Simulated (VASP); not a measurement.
Nb: single point with PBE

The system is Nb.

```
Nb
1.0
     2.34975    0.00000    0.00000
    -1.17488    2.03495    0.00000
     0.00000    0.00000    2.22708
Nb
1
Direct
  0.00000 0.00000 0.00000
```

* Program: VASP 6.6.1
* Task: single point
* Functional: PBE
* Potentials or basis: VASP PAW PBE potentials, release 64 (Nb_sv)
* Cutoff: 520 eV
* k mesh: 15 × 15 × 14
* Occupations: fermi-dirac, width 0.05 eV
* Spin: no spin polarisation
* Dipole correction: no
* Further INCAR settings: ALGO = Normal; EDIFF = 1e-07; NBANDS = 12

The pressure is 268.6 GPa.

Stress tensor (GPa, compression positive):
```
268.68   0.00   0.00
  0.00 268.68   0.00
  0.00   0.00 268.55
```

Levels at points of the mesh, in eV from the Fermi level:
```tsv
k point	band 4	band 5	band 6	band 7	band 8	band 9
(0.00, 0.00, 0.00)	-28.43	-6.59	-6.03	-0.91	-0.91	9.89
(0.00, 0.00, 0.50)	-27.74	-2.58	0.79	0.79	2.24	2.88
```

Wall time 32 s on 1 thread of AMD EPYC 7R43 64-Core Processor (Zen 3), with other jobs on the host, peak memory 0.1 GiB.
